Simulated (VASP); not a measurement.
Here is a VASP 6.6.1 calculation.

Contents of INCAR:

```
SYSTEM = ReSb2
  PREC = Accurate
  ENCUT = 520
  EDIFF = 1E-6
  ISMEAR = 0
  SIGMA = 0.1
  LREAL = .FALSE.
  LASPH = .TRUE.
  NELM = 80
  ALGO = Normal
  ISIF = 2
  LWAVE = .FALSE.
  LCHARG = .TRUE.
  GGA = PE
  LELF = .TRUE.
  LVHAR = .TRUE.
  NBANDS = 16
```

The input KPOINTS:

```
Automatic mesh
0
G
  6 6 4
  0 0 0
```

The input POSCAR:

```
ReSb2
1.0
    2.9747611329      0.0000000000      0.0000000000
    0.0000000000      2.9747611329      0.0000000000
    0.0000000000      0.0000000000      8.3693471429
Re Sb
1 2
Direct
    0.0000000000      0.0000000000      0.0000000000
    0.5000000000      0.0000000000      0.2773270679
    0.0000000000      0.5000000000      0.7226729321
```

Potentials or basis: VASP PAW PBE potentials, release 64 (Re, Sb).

The run is started by

```sh
$ cat potpaw_PBE.64/Re/POTCAR potpaw_PBE.64/Sb/POTCAR > POTCAR
$ mpirun -np 1 vasp_std > vasp.out
```

Q: Predict the band gap on the k mesh.

A: Zero (an odd number of electrons rules out a gap without spin polarisation).

Q: What does it give for the pressure?

A: 0.1 GPa.

Q: What does it give for the largest force?

A: 0.048 eV/Å.

Forces on the atoms (eV/Å):
```
Re   0.000  0.000  0.000
Sb   0.000  0.000 -0.048
Sb   0.000  0.000  0.048
```

Caveat: the cell differs from its parent crystal (atoms taken out); spin-orbit coupling is left out, which moves the levels of the heavy elements.
